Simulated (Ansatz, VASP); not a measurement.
## One calculation of SnO2, two programs

```xyz
6
Lattice="4.7574 0.0000 0.0000 0.0000 4.7579 0.0000 0.0000 0.0000 3.1997" Properties=species:S:1:pos:R:3 pbc="T T T"
Sn    2.3787    2.3789    1.5999
Sn    0.0000    0.0000    0.0000
O     1.4490    1.4586    0.0000
O     3.8277    0.9204    1.5999
O     0.9297    3.8375    1.5999
O     3.3084    3.2993    0.0000
```

Alike in both runs: functional r2SCAN; k mesh 4 × 4 × 6; occupations gaussian, width 0.1 eV; no spin polarisation.

Ansatz relaxed the structure, and its values are those at the end. VASP's run is a single point on that final structure, the one shown.

|  | VASP | Ansatz |
| --- | --- | --- |
| version | VASP 6.6.1 | Ansatz 0.2.0 |
| potentials or method | VASP PAW PBE potentials, release 64 (Sn_d, O), cutoff 520 eV | scalar-relativistic, plane waves, PAW |
| valence electrons in the cell | 52 | 52 |

|  | VASP | Ansatz | Ansatz less VASP |
| --- | --- | --- | --- |
| gap on the k mesh at the Fermi level (eV) | 1.80 | 1.79 | -0.010 |
| least direct gap on the mesh (eV) | 1.80 | 1.79 | -0.010 |
| pressure (GPa) | 1.3 | 0.0 | -1.26 |
| rms of the force components (eV/Å) | 0.011 | 0.024 | +0.0129 |

VASP's potentials were made for PBE, not for r2SCAN.
